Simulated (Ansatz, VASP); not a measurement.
# Two plane-wave programs on Co

Contents of INCAR:

```
PREC     = Accurate       # precision mode
ENCUT    = 600            # plane-wave cutoff, eV
EDIFF    = 1E-6           # SCF threshold, eV
ISMEAR   = -1             # smearing method
SIGMA    = 0.1            # smearing width, eV
LREAL    = False          # projectors in reciprocal space
LASPH    = True           # aspherical terms in the spheres
NELM     = 120            # most SCF steps
ALGO     = Normal         # electronic algorithm
ISIF     = 2              # what is computed and relaxed
LWAVE    = False          # write WAVECAR
LCHARG   = False          # write CHGCAR
GGA      = PS             # functional
NBANDS   = 16             # bands
GGA_COMPAT= False
```

KPOINTS

```
Automatic mesh
0
Gamma
  13 13 13
```

Contents of POSCAR:

```
Co
1.0
    0.0000000000      2.3916539825      2.3916539825
    2.3916539825      0.0000000000      2.3916539825
    2.3916539825      2.3916539825      0.0000000000
Co
2
Direct
    0.1250000000      0.1250000000      0.1250000000
    0.8750000000      0.8750000000      0.8750000000
```

Input for Ansatz:

```yaml
crystal:
  lattice:
    - [0.0, 2.3916539825, 2.3916539825]
    - [2.3916539825, 0.0, 2.3916539825]
    - [2.3916539825, 2.3916539825, 0.0]
  atoms:
    - { symbol: Co, position: [0.125, 0.125, 0.125] }
    - { symbol: Co, position: [0.875, 0.875, 0.875] }
hamiltonian:
  xc: pbesol
  pseudopotentials:
    kind: paw
    azcp:
      Co: "pseudopotentials/Co.paw.azcp"
basis:
  ecutwfc: 420
  fft_grid_basis: typed
kpoints:
  mp_grid: { grid: [13, 13, 13], shift: [0, 0, 0] }
magnetization:
  spin_polarized: false
scf:
  occupations: { method: fermi_dirac, width: 0.1 }
  lower_state_search: "off"
output:
  stress: true
```

Alike in both runs: task single point; functional PBEsol; k mesh 13 × 13 × 13; occupations fermi-dirac, width 0.1 eV; no spin polarisation.

|  | VASP | Ansatz |
| --- | --- | --- |
| version | VASP 6.6.1 | Ansatz 0.2.0 |
| potentials or method | VASP PAW PBE potentials, release 64 (Co), cutoff 600 eV | plane waves (420 eV) with PAW, scalar-relativistic |
| valence electrons in the cell | 18 | 34 |

```csv
,VASP,Ansatz,Ansatz less VASP
pressure (GPa),4.7,6.6,+1.92
```

VASP's potentials were made for PBE, not for PBEsol, and Ansatz warns of the same on its side. VASP's potentials hold 18 valence electrons a cell and Ansatz's 34, so a difference there can come from the potentials and not from the codes.
